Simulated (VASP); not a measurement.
Mg8HO8 (a cell with a defect), 17 atoms in the cell. The cell holds a defect, 17 atoms: a = 5.947 Å, b = 5.947 Å, c = 5.947 Å, α = 60.00°, β = 60.00°, γ = 60.00°. 

| Quantity | Value |
| --- | --- |
| Program | VASP 6.6.1 |
| Task | single point |
| Functional | PBE |
| Potentials or basis | VASP PAW PBE potentials, release 64 (Mg, O, H) |
| Cutoff | 520 eV |
| k mesh | 2 × 2 × 2 |
| Occupations | gaussian, width 0.05 eV |
| Spin | collinear spin |
| Starting moments | [0.0, 0.0, 0.0, 0.0, 0.0, 0.0, 0.0, 0.0, 0.0, 0.0, 0.09, 0.0, 0.09, 0.0, 0.09, 0.09, 0.32] μB |
| Dipole correction | no |
| Further INCAR settings | LREAL = Auto; ALGO = Normal; EDIFF = 1e-06; NBANDS = 50 |

Potentials or basis: VASP PAW PBE potentials, release 64 (Mg, O, H).

Run with:

```console
$ cat potpaw_PBE.64/Mg/POTCAR potpaw_PBE.64/O/POTCAR potpaw_PBE.64/H/POTCAR > POTCAR
$ mpirun -np 1 vasp_std > vasp.out
```

Hardware: 1 thread of Intel(R) Xeon(R) Platinum 8259CL CPU @ 2.50GHz (Skylake/Cascade Lake), on a shared host.

Question: How long does it take, and how much memory?

Answer: Wall time 5.2 min on 1 thread of Intel(R) Xeon(R) Platinum 8259CL CPU @ 2.50GHz (Skylake/Cascade Lake), with other jobs on the host, peak memory 0.43 GiB. Counts: scf iterations 16, k points 8.
